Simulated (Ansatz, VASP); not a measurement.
## One calculation of MgO, two programs

The input INCAR:

```
ALGO = Normal
EDIFF = 1E-6
ENCUT = 600
GGA = PE
GGA_COMPAT = False
ISIF = 2
ISMEAR = 0
LASPH = True
LCHARG = False
LREAL = False
LWAVE = False
NBANDS = 11
NELM = 120
PREC = Accurate
SIGMA = 0.02
```

The input KPOINTS:

```
k-points
0
Gamma
  10 10 10
```

Contents of POSCAR:

```
MgO
1.0
    0.0000000000      2.1275047327      2.1275047327
    2.1275047327      0.0000000000      2.1275047327
    2.1275047327      2.1275047327      0.0000000000
Mg O
1 1
Direct
    0.0000000000      0.0000000000      0.0000000000
    0.5000000000      0.5000000000      0.5000000000
```

Input for Ansatz:

```yaml
crystal:
  lattice:
    - [0.0, 2.1275047327, 2.1275047327]
    - [2.1275047327, 0.0, 2.1275047327]
    - [2.1275047327, 2.1275047327, 0.0]
  atoms:
    - { symbol: Mg, position: [0.0, 0.0, 0.0] }
    - { symbol: O, position: [0.5, 0.5, 0.5] }
basis: {}
kpoints:
  mp_grid: { grid: [10, 10, 10] }
  band_path:
    path:
      - [[0.0, 0.0, 0.0], [0.5, 0.0, 0.5], [0.625, 0.25, 0.625]]
      - [[0.375, 0.375, 0.75], [0.0, 0.0, 0.0], [0.5, 0.5, 0.5], [0.5, 0.25, 0.75], [0.5, 0.0, 0.5]]
    npoints: 10
hamiltonian:
  xc: pbe
  pseudopotentials: { kind: nc }
scf:
  occupations: { method: gaussian, width: 0.02 }
  n_extra_bands: 7
output:
  forces: true
  stress: true
  eigenvalues: true
```

Alike in both runs: task single point; functional PBE; k mesh 10 × 10 × 10; occupations gaussian, width 0.02 eV; no spin polarisation.

|  | VASP | Ansatz |
| --- | --- | --- |
| version | VASP 6.6.1 | Ansatz 0.2.0 |
| potentials or method | VASP PAW PBE potentials, release 64 (Mg, O) | scalar-relativistic, plane waves, norm-conserving pseudopotentials |
| plane-wave cutoff (eV) | 600 | 1240 |
| valence electrons in the cell | 8 | 16 |

```csv
,VASP,Ansatz,Ansatz less VASP
gap on the k mesh at the Fermi level (eV),4.44,4.46,+0.020
least direct gap on the mesh (eV),4.44,4.46,+0.020
pressure (GPa),-1.2,0.0,+1.16
```

The functional is the same, so the differences come from potentials, cutoffs and numerics. VASP's potentials hold 8 valence electrons a cell and Ansatz's 16, so a difference there can come from the potentials and not from the codes.
